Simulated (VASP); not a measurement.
# Na (C2/m) in VASP: notebook

Na is run at these levels: PBEsol; tasks: single point.

Everything below comes from runs of VASP 6.6.1. Logs are shortened: lines on timing, memory, paths and dates and some standing lists are left out, and cuts for length are marked.

## Step 1: The cell of the first run

Symmetry: C2/m, No. 12, monoclinic system. Conventional cell: a = 6.525 Å, b = 3.767 Å, c = 6.154 Å, α = 90.00°, β = 90.00°, γ = 90.00°. Within 4.6 Å of Na (site symmetry m) lie 12 Na at 3.52 to 4.08 Å.

## Step 2: Single point, PBEsol (atom 1 (Na) moved by (-0.225, -0.225) A along y and z)

File INCAR:

```
PREC     = Accurate       # precision mode
ENCUT    = 520            # plane-wave cutoff, eV
EDIFF    = 1E-7           # SCF threshold, eV
ISMEAR   = 0              # smearing method
SIGMA    = 0.15           # smearing width, eV
LREAL    = F              # projectors in reciprocal space
LASPH    = T              # aspherical terms in the spheres
NELM     = 60             # most SCF steps
ALGO     = Fast           # electronic algorithm
ISIF     = 2              # what is computed and relaxed
LWAVE    = F              # write WAVECAR
LCHARG   = F              # write CHGCAR
GGA      = PS             # functional
NBANDS   = 14             # bands
```

File KPOINTS:

```
regular mesh
0
Gamma
  12 12 8
```

File POSCAR:

```
Na
1.0
    3.7670009976      0.0000000000      0.0000000000
   -1.8835004988      3.2623185600      0.0000000000
    0.0000000000      0.0000000000      6.1540000000
Na
2
Direct
    0.2988486569      0.5976973138      0.2134384140
    0.6666666667      0.3333333333      0.7500000000
```

Potentials or basis: VASP PAW PBE potentials, release 64 (Na_pv).

Command:

```console
> cat potpaw_PBE.64/Na_pv/POTCAR > POTCAR
> mpirun -np 1 vasp_std > vasp.out
```

OUTCAR:

```text
PREC = Accurate
   ENCUT = 520
   EDIFF = 1E-7
   ISMEAR = 0
   LREAL = F
   LASPH = T
   NELM = 60
   ISIF = 2
   GGA = PS

 ion  position               nearest neighbor table
   1  0.299  0.598  0.213-
   2  0.667  0.333  0.750-

  LATTYP: Found a hexagonal cell.
 ALAT       =     3.7670009976
 C/A-ratio  =     1.6336603054

  Lattice vectors:

 A1 = (   3.7670009976,   0.0000000000,   0.0000000000)
 A2 = (  -1.8835004988,   3.2623185600,   0.0000000000)
 A3 = (   0.0000000000,   0.0000000000,   6.1540000000)

Analysis of symmetry for initial positions (statically):
=====================================================================
 Subroutine PRICEL returns:
 Original cell was already a primitive cell.

 Routine SETGRP: Setting up the symmetry group for a
 hexagonal supercell.

 Subroutine GETGRP returns: Found  4 space group operations
 (whereof  2 operations were pure point group operations)
 out of a pool of 24 trial point group operations.

The static configuration has the point symmetry C_1h.
 The point group associated with its full space group is C_2h.

Analysis of symmetry for dynamics (positions and initial velocities):
=====================================================================
 Subroutine PRICEL returns:
 Original cell was already a primitive cell.

 Routine SETGRP: Setting up the symmetry group for a
 hexagonal supercell.

 Subroutine GETGRP returns: Found  4 space group operations
 (whereof  2 operations were pure point group operations)
 out of a pool of 24 trial point group operations.

The dynamic configuration has the point symmetry C_1h.
 The point group associated with its full space group is C_2h.

 Subroutine INISYM returns: Found  4 space group operations
 (whereof  2 operations are pure point group operations),
 and found     1 'primitive' translations

----------------------------------------------------------------------------------------

                                     Primitive cell

  volume of cell :      75.6275

  direct lattice vectors                    reciprocal lattice vectors
     3.767000998  0.000000000  0.000000000     0.265463163  0.153265229  0.000000000
    -1.883500499  3.262318560  0.000000000     0.000000000  0.306530457  0.000000000
     0.000000000  0.000000000  6.154000000     0.000000000  0.000000000  0.162495938

  length of vectors
     3.767000998  3.767000998  6.154000000     0.306530457  0.306530457  0.162495938

  position of ions in fractional coordinates (direct lattice)
     0.298848657  0.597697314  0.213438414
     0.666666667  0.333333333  0.750000000

  ion indices of the primitive-cell ions
   primitive index   ion index
                 1           1
                 2           2

----------------------------------------------------------------------------------------

 KPOINTS: regular mesh

Automatic generation of k-mesh.
 Grid dimensions read from file:
 generate k-points for:   12   12    8

 Generating k-lattice:

  Cartesian coordinates                     Fractional coordinates (reciprocal lattice)
     0.022121930  0.012772102  0.000000000     0.083333333 -0.000000000  0.000000000
     0.000000000  0.025544205  0.000000000     0.000000000  0.083333333  0.000000000
     0.000000000  0.000000000  0.020311992     0.000000000  0.000000000  0.125000000

  Length of vectors
     0.025544205  0.025544205  0.020311992

  Shift w.r.t. Gamma in fractional coordinates (k-lattice)
     0.000000000  0.000000000  0.000000000

 Subroutine IBZKPT returns following result:
 ===========================================

 Found    320 irreducible k-points:

 Following reciprocal coordinates:
            Coordinates               Weight
  0.000000  0.000000  0.000000      1.000000
  0.083333  0.000000  0.000000      4.000000
  0.000000  0.083333  0.000000      2.000000
  0.166667  0.000000  0.000000      4.000000
  0.000000  0.166667  0.000000      2.000000
  0.250000  0.000000  0.000000      4.000000
[... 16 lines left out ...]
 -0.083333  0.416667  0.000000      4.000000
 -0.416667  0.333333  0.000000      4.000000
 [... further k-points ...]
   k-points           NKPTS =    320   k-points in BZ     NKDIM =    320   number of bands    NBANDS=     14
   number of dos      NEDOS =    301   number of ions     NIONS =      2
   total plane-waves  NPLWV =  37632
   dimension x,y,z NGX =    28 NGY =   28 NGZ =   48
   dimension x,y,z NGXF=    56 NGYF=   56 NGZF=   96
   ions per type =               2
   NGX,Y,Z   is equivalent  to a cutoff of  12.36, 12.36, 12.97 a.u.
   NGXF,Y,Z  is equivalent  to a cutoff of  24.71, 24.71, 25.93 a.u.
 SYSTEM =  unknown system
   PREC   = accura    normal or accurate (medium, high low for compatibility)
   ISTART =      0    job   : 0-new  1-cont  2-samecut
   ICHARG =      2    charge: 1-file 2-atom 10-const
   ISPIN  =      1    spin polarized calculation?
   LNONCOLLINEAR =      F non collinear calculations
   LSORBIT =      F    spin-orbit coupling
   LASPH  =      T    aspherical Exc in radial PAW
   ENCUT  =  520.0 eV  38.22 Ry    6.18 a.u.   7.00  7.00 11.44*2*pi/ulx,y,z
   NELM   =     60;   NELMIN=  2; NELMDL= -5     # of ELM steps
   EDIFF  = 0.1E-06   stopping-criterion for ELM
   LREAL  =      F    real-space projection
   EDIFFG = 0.1E-05   stopping-criterion for IOM
   NSW    =      0    number of steps for IOM
   IBRION =     -1    ionic relax: 0-MD 1-quasi-New 2-CG
   NFREE  =      0    steps in history (QN), initial steepest desc. (CG)
   ISIF   =      2    stress and relaxation
   ISYM   =      2    0-nonsym 1-usesym 2-fastsym
   POTIM  = 0.5000    time-step for ionic-motion
   TEBEG  =    0.0;   TEEND  =   0.0 temperature during run
   PSTRESS=    0.0 pullay stress
   NELECT =      14.0000    total number of electrons
   NUPDOWN=      -1.0000    fix difference up-down
   EMIN   =  10.00;   EMAX   =-10.00  energy-range for DOS
   EFERMI =   0.00;   METHOD = LEGACY
   ISMEAR =     0;   SIGMA  =   0.15  broadening in eV -4-tet -1-fermi 0-gaus
   EFERMI_NEDOS =   21; number of points for ismear=-14 and -15
   IALGO  =     68    algorithm
   IMIX   =      4    mixing-type and parameters
     AMIX     =   0.40;   BMIX     =  1.00
     AMIX_MAG =   1.60;   BMIX_MAG =  1.00
  volume/ion in A,a.u.               =      37.81       255.18
  Fermi-wavevector in a.u.,A,eV,Ry     =   0.933020  1.763152 11.844231  0.870526
  Thomas-Fermi vector in A             =   2.059678
   LORBIT       =      0    0 simple, 1 ext, 2 COOP (PROOUT), +10 PAW based schemes
   GGA     = PS    functional components
   LHFCALC =     F    Hartree Fock is set to
   AEXX    =    0.0000 exact exchange contribution
   IVDW    =     0    specifies the selected vdW correction
   LEPSILON=     F    determine dielectric tensor
   LRPA    =     F    only Hartree local field effects (RPA)
 non-spin polarized calculation
 RMM-DIIS sequential band-by-band and
 Gauss-broadening in eV      SIGMA  =   0.15
  energy-cutoff  :      520.00
  volume of cell :       75.63
 maximum number of plane-waves:      2059
   NGX = 13   NGY = 13   NGZ = 23

 number of electron      14.0000006 magnetization

 Free energy of the ion-electron system (eV)
  ---------------------------------------------------
  ext. energy  EPLUGINS =         0.00000000
  ---------------------------------------------------
  free energy    TOTEN  =        -2.78513475 eV

  energy without entropy =       -2.77535597  energy(sigma->0) =       -2.78024536

 E-fermi :   0.2432     XC(G=0):  -6.4436

 val. band max:        0.2171846228   @ k =  -0.0833   0.4167   0.5000
 cond. band min:       0.2958725191   @ k =   0.5000   0.4167   0.2500
 fundamental gap:      0.0786878963
 Fermi energy:         0.2432154512

 k-point     1 :       0.0000    0.0000    0.0000
  band No.  band energies     occupation
      1     -24.5887      2.00000
      2     -24.5597      2.00000
      3     -24.5541      2.00000
      4     -24.5517      2.00000
      5     -24.5515      2.00000
      6     -24.5511      2.00000
      7      -2.9925      2.00000
      8       0.8072      0.00000
      9       1.1921      0.00000
     10      10.0551      0.00000
     11      10.1725      0.00000
     12      10.3012      0.00000
     13      10.5303      0.00000
     14      10.6929      0.00000

 k-point     2 :       0.0833    0.0000    0.0000
  band No.  band energies     occupation
      1     -24.5880      2.00000
      2     -24.5613      2.00000
      3     -24.5551      2.00000
      4     -24.5533      2.00000
      5     -24.5517      2.00000
      6     -24.5514      2.00000
      7      -2.8911      2.00000
      8       0.8975      0.00000
      9       1.2905      0.00000
     10       8.4584      0.00000
     11       9.3533      0.00000
     12       9.7670      0.00000
     13      11.2772      0.00000
     14      11.4647      0.00000

 k-point     3 :       0.0000    0.0833    0.0000
  band No.  band energies     occupation
      1     -24.5881      2.00000
      2     -24.5602      2.00000
      3     -24.5561      2.00000
      4     -24.5527      2.00000
      5     -24.5521      2.00000
      6     -24.5515      2.00000
      7      -2.8911      2.00000
      8       0.8976      0.00000
      9       1.2910      0.00000
     10       8.4248      0.00000
     11       9.3484      0.00000
     12       9.7824      0.00000
     13      11.3598      0.00000
     14      11.4130      0.00000

 k-point     4 :       0.1667    0.0000    0.0000
  band No.  band energies     occupation
      1     -24.5858      2.00000
      2     -24.5656      2.00000
      3     -24.5582      2.00000
      4     -24.5568      2.00000
      5     -24.5524      2.00000
      6     -24.5521      2.00000
      7      -2.5881      2.00000
      8       1.1687      0.00000
      9       1.5815      0.00000
     10       6.6040      0.00000
     11       8.6030      0.00000
     12       8.8307      0.00000
     13       9.9611      0.00000
     14      10.8636      0.00000

 k-point     5 :       0.0000    0.1667    0.0000
  band No.  band energies     occupation
      1     -24.5865      2.00000
      2     -24.5615      2.00000
      3     -24.5612      2.00000
      4     -24.5569      2.00000
      5     -24.5530      2.00000
      6     -24.5519      2.00000
      7      -2.5881      2.00000
      8       1.1691      0.00000
      9       1.5839      0.00000
     10       6.5689      0.00000
     11       8.6079      0.00000
[... 276 lines left out ...]
 k-point    22 :       0.3333    0.0833    0.0000
  band No.  band energies     occupation
      1     -24.5812      2.00000
      2     -24.5782      2.00000
      3     -24.5699      2.00000
      4     -24.5630      2.00000
      5     -24.5578      2.00000
      6     -24.5557      2.00000
      7      -0.9038      2.00000
      8       2.3591      0.00000
      9       2.7141      0.00000
     10       3.4844      0.00000
     11       5.6979      0.00000
     12       6.0157      0.00000
     13       7.1654      0.00000
     14       9.3238      0.00000

 k-point    23 :      -0.0833    0.4167    0.0000
  band No.  band energies     occupation
      1     -24.5811      2.00000
      2     -24.5771      2.00000
      3     -24.5697      2.00000
      4     -24.5660      2.00000
      5     -24.5570      2.00000
      6     -24.5548      2.00000
      7      -0.9034      2.00000
      8       2.4142      0.00000
      9       2.7166      0.00000
     10       3.3799      0.00000
     11       5.7032      0.00000
     12       6.0232      0.00000
     13       7.1852      0.00000
     14       9.3102      0.00000

 k-point    24 :      -0.4167    0.3333    0.0000
  band No.  band energies     occupation
      1     -24.5813      2.00000
      2     -24.5786      2.00000
      3     -24.5691      2.00000
      4     -24.5627      2.00000
      5     -24.5584      2.00000
      6     -24.5556      2.00000
      7      -0.9040      2.00000
      8       2.3599      0.00000
      9       2.7133      0.00000
     10       3.4647      0.00000
     11       5.8304      0.00000
     12       6.0168      0.00000
     13       7.0223      0.00000
     14       9.3247      0.00000

 [... further k-points ...]

------------------------ aborting loop because EDIFF is reached ----------------------------------------

  FORCE on cell =-STRESS in cart. coord.  units (eV):
  Direction    XX          YY          ZZ          XY          YZ          ZX
  --------------------------------------------------------------------------------------
  -------------------------------------------------------------------------------------
  Total       -0.0082449     -0.1822831     -0.0895248      0.0000000      0.0251108      0.0000000
  in kB       -0.1746700     -3.8616890     -1.8965933      0.0000000      0.5319748      0.0000000
  external PRESSURE =      -1.9776508 kB  Pullay stress =       0.0000000 kB

 VOLUME and BASIS-vectors are now :
 -----------------------------------------------------------------------------
  energy-cutoff  :      520.00
  volume of cell :       75.63
      direct lattice vectors                 reciprocal lattice vectors
     3.767000998  0.000000000  0.000000000     0.265463163  0.153265229  0.000000000
    -1.883500499  3.262318560  0.000000000     0.000000000  0.306530457  0.000000000
     0.000000000  0.000000000  6.154000000     0.000000000  0.000000000  0.162495938

 POSITION                                       TOTAL-FORCE (eV/Angst)
 -----------------------------------------------------------------------------------
      0.00000      1.94988      1.31350         0.000000      0.023920      0.154994
      1.88350      1.08744      4.61550        -0.000000     -0.023920     -0.154994
 -----------------------------------------------------------------------------------
    total drift:                                0.000000     -0.000049     -0.000004

  FREE ENERGIE OF THE ION-ELECTRON SYSTEM (eV)
  ---------------------------------------------------
  free  energy   TOTEN  =        -2.7851347486 eV

  energy  without entropy=       -2.7753559678  energy(sigma->0) =       -2.78024536
```

It took 5.5 min on 1 thread of Intel Xeon Platinum 8488C (Sapphire Rapids), shared host; peak memory 0.36 GiB.

Results:

* Free energy: -2.7851 eV
* Pressure: -0.2 GPa
* Largest force: 0.157 eV/Å
* Band gap on the k mesh: zero (bands 7 and 8 overlap by 4.10 eV)

Forces in eV/Å, atoms in the order of the input:
```
Na   0.000  0.024  0.155
Na   0.000 -0.024 -0.155
```

Levels at points of the mesh, in eV from the Fermi level:
```
           k point  band 3  band 4  band 5  band 6  band 7  band 8  band 9  band 10  band 11  band 12
(0.00, 0.00, 0.00)  -24.80  -24.79  -24.79  -24.79   -3.24    0.56    0.95     9.81     9.93    10.06
(0.50, 0.00, 0.00)  -24.81  -24.81  -24.80  -24.80    0.25    0.34    3.83     3.85     4.35     4.51
(0.00, 0.50, 0.00)  -24.81  -24.81  -24.80  -24.80    0.22    0.38    3.84     3.85     4.20     4.57
(0.00, 0.00, 0.50)  -24.80  -24.80  -24.80  -24.79   -2.35   -2.07    5.44     5.47    10.38    10.40
(0.50, 0.00, 0.50)  -24.81  -24.80  -24.80  -24.80    0.97    1.04    1.55     1.59     7.43     7.66
(0.00, 0.50, 0.50)  -24.81  -24.81  -24.80  -24.80    0.96    1.10    1.50     1.58     7.44     7.72
```

Caveat: the cell differs from its parent crystal (atom 1 (Na) moved by (-0.225, -0.225) A along y and z); the PAW data sets were made with another functional, which shifts forces and pressure a little.

(Part 1 of 2 ends here.)
